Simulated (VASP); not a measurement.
Runs of VASP 6.6.1 on Ta. The structure is that of space group Im-3m (No. 229), or close to it. The cells are those of the table. 

```csv
task,potentials or basis,cell,k mesh,cutoff (eV),smearing,second run,gap on the mesh (eV),pressure (GPa)
single point,"VASP PAW LDA potentials, release 64 (Ta_pv)","a = 2.812 Å, angles 109.5°, 1 atom",8 × 8 × 8,520,gaussian 0.1 eV,-,none,(a)
single point,"VASP PAW LDA potentials, release 64 (Ta_pv)","a = 2.819 Å, angles 109.5°, 1 atom",16 × 16 × 16,520,fermi-dirac 0.15 eV,-,none,0.8
single point,"VASP PAW LDA potentials, release 64 (Ta_sv_GW)","a = 2.812 Å, angles 109.5°, 1 atom",8 × 8 × 8,500,gaussian 0.1 eV,valence_matched,none,-0.5
single point,"VASP PAW LDA potentials, release 64 (Ta_pv)","a = 2.817 Å, angles 109.5°, 1 atom",16 × 16 × 16,520,gaussian 0.1 eV,-,none,0.8
```

Alike in all rows: level LDA; no spin polarisation.

Problem. Estimate the missing entries.

Solution. (a) 1.1.

Caveats: spin-orbit coupling is left out, which moves the levels of the heavy elements.

A k mesh can miss the band edges, and the runs leave out spin-orbit coupling on Ta.

A gap of «none» marks levels without a gap at the run's occupations.

The runs don't all hold the same shells in valence.
